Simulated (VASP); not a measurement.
Input of a VASP 6.6.1 run:

The input INCAR:

```
ALGO     = Normal         # electronic algorithm
DIPOL    = 0.5 0.5 0.407
EDIFF    = 1E-6           # SCF threshold, eV
ENCUT    = 520            # plane-wave cutoff, eV
GGA      = PE             # functional
IDIPOL   = 3            
ISIF     = 2              # what is computed and relaxed
ISMEAR   = 0              # smearing method
IVDW     = 12             # dispersion correction
LASPH    = T              # aspherical terms in the spheres
LCHARG   = F              # write CHGCAR
LDIPOL   = T            
LREAL    = F              # projectors in reciprocal space
LWAVE    = F              # write WAVECAR
NBANDS   = 64             # bands
NELM     = 100            # most SCF steps
PREC     = Accurate       # precision mode
SIGMA    = 0.05           # smearing width, eV
```

The input KPOINTS:

```
k-points
0
Gamma
  3 3 1
```

POSCAR

```
SnSe2
1.0
    7.6780971925      0.0000000000      0.0000000000
   -3.8390485963      6.6494272215      0.0000000000
    0.0000000000      0.0000000000     23.5591039983
Se Sn
8 4
Direct
    0.3333333333      0.1666666667      0.3395714880
    0.3333333333      0.6666666667      0.3395714880
    0.8333333333      0.1666666667      0.3395714880
    0.8333333333      0.6666666667      0.3395714880
    0.1659035233      0.3332831212      0.4747208629
    0.1663443968      0.8328531769      0.4750788269
    0.6671182619      0.3333320255      0.4749457520
    0.6667013562      0.8334847685      0.4751061051
   -0.0001238512     -0.0002885494      0.4072723369
   -0.0000818919      0.5000646951      0.4071688188
    0.4999766892     -0.0000297730      0.4073503438
    0.5001024191      0.5000725053      0.4073744622
```

Potentials or basis: VASP PAW PBE potentials, release 64 (Se, Sn_d).

Launch:

```console
$ cat potpaw_PBE.64/Se/POTCAR potpaw_PBE.64/Sn_d/POTCAR > POTCAR
$ mpirun -np 1 vasp_std > vasp.out
```

Task: Predict the band gap on the k mesh.

Result: 0.79 eV.

Task: Estimate the dispersion energy per atom.

Result: -0.251 eV.

Task: What does it give for the largest force?

Result: 0.059 eV/Å.

Forces on the atoms (eV/Å):
```
Se   0.005 -0.001  0.002
Se   0.008  0.008 -0.008
Se  -0.005 -0.012 -0.016
Se  -0.009  0.001 -0.018
Se   0.027 -0.002  0.053
Se   0.000  0.015  0.001
Se  -0.021  0.000  0.024
Se   0.002 -0.009  0.001
Sn   0.000  0.008 -0.005
Sn   0.005  0.001 -0.011
Sn  -0.004 -0.004 -0.014
Sn  -0.009 -0.005 -0.010
```

Caveat: spin-orbit coupling is left out, which moves the levels of the heavy elements.
